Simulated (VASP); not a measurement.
A run of VASP 6.6.1 is set up as follows.

INCAR

```
PREC = Accurate
ENCUT = 600
EDIFF = 1E-7
ISMEAR = 0
SIGMA = 0.1
LREAL = False
LASPH = True
NELM = 100
ALGO = Normal
ISIF = 3
LWAVE = False
LCHARG = False
GGA = CA
IBRION = 2
NSW = 70
EDIFFG = -0.005
```

The input KPOINTS:

```
regular mesh
0
Gamma
  14 14 14
```

Contents of POSCAR:

```
ZrOs
1.0
    3.2822303335      0.0000000000      0.0000000000
    0.0000000000      3.2822303335      0.0000000000
    0.0000000000      0.0000000000      3.2822303335
Zr Os
1 1
Direct
    0.5000000000      0.5000000000      0.5000000000
    0.0000000000      0.0000000000      0.0000000000
```

Potentials or basis: VASP PAW LDA potentials, release 64 (Zr_sv, Os).

Command:

```console
$ cat potpaw_LDA.64/Zr_sv/POTCAR potpaw_LDA.64/Os/POTCAR > POTCAR
$ mpirun -np 1 vasp_std > vasp.out
```

Predict the relaxed cell.

a = 3.229 Å, b = 3.229 Å, c = 3.229 Å, α = 90.00°, β = 90.00°, γ = 90.00°.

Predict the band gap on the k mesh.

zero (band 10 reaches 10.72 eV, above the bottom of band 11 at 9.29 eV).

What does it give for the space group after relaxing (to 0.05 Å)?

Pm-3m (No. 221).

Estimate the relaxed volume.

16.83 Å³/atom.

Final structure:
```xyz
2
Lattice="3.2290 0.0000 0.0000 0.0000 3.2290 0.0000 0.0000 0.0000 3.2290" Properties=species:S:1:pos:R:3 pbc="T T T"
Zr    1.6145    1.6145    1.6145
Os    0.0000    0.0000    0.0000
```

Caveat: spin-orbit coupling is left out, which moves the levels of the heavy elements. Zero-point motion and thermal expansion aren't in these numbers.
